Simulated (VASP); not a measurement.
The system is InGaSe.

```xyz
6
Lattice="5.2241 0.0000 0.0000 -2.6121 4.5242 0.0000 0.0000 0.0000 6.5416" Properties=species:S:1:pos:R:3 pbc="T T T"
In    0.0000    3.0162    4.9532
In    2.6121    1.5081    1.6824
Ga    0.0000    0.0000    3.5918
Ga    0.0000    0.0000    0.3210
Se    2.6121    1.5081    4.5854
Se    0.0000    3.0162    1.3146
```

The cell was generated, and may not be a known phase.

* Program: VASP 6.6.1
* Task: relaxation of cell and atoms
* Functional: PBE
* Potentials or basis: VASP PAW PBE potentials, release 64 (In_d, Ga_d, Se)
* Cutoff: 600 eV
* k mesh: 6 × 6 × 4
* Occupations: gaussian, width 0.1 eV
* Spin: no spin polarisation

At the start: pressure -0.0 GPa; volume 25.77 Å³/atom.

Problem. How do energy, volume and symmetry change on relaxing?

Solution. Over 14 steps the energy falls by 9.2 meV/atom and the volume is 24.69 Å³/atom (-4.2 %); space group P6_3mc (No. 186, to 0.1 Å) before and after.

Step by step:
```csv
step,energy change (eV),largest force (eV/Å),pressure (GPa),volume (Å³)
1,0.0000,0.0807,-0.04,154.61
2,-0.0060,0.0904,-0.12,154.47
3,-0.0168,0.1395,-0.26,153.99
4,-0.0116,0.2742,-0.36,152.85
5,-0.0185,0.1882,-0.33,153.60
6,-0.0235,0.1835,-0.24,152.82
7,-0.0354,0.1696,0.06,150.47
8,-0.0443,0.1340,0.64,145.78
9,-0.0515,0.0778,0.36,146.24
10,-0.0525,0.0589,0.04,146.94
11,-0.0537,0.0472,0.14,146.64
12,-0.0545,0.0450,0.07,147.04
13,-0.0549,0.0431,0.01,147.41
14,-0.0552,0.0396,-0.06,148.15
```

Final structure:
```
CELL_PARAMETERS angstrom
5.32678 0.00000 0.00000
-2.66339 4.61313 0.00000
0.00000 0.00000 6.02899
ATOMIC_POSITIONS crystal
In 0.33333 0.66667 0.73651
In 0.66667 0.33333 0.23651
Ga 0.00000 0.00000 0.55100
Ga 0.00000 0.00000 0.05100
Se 0.66667 0.33333 0.71969
Se 0.33333 0.66667 0.21969
```
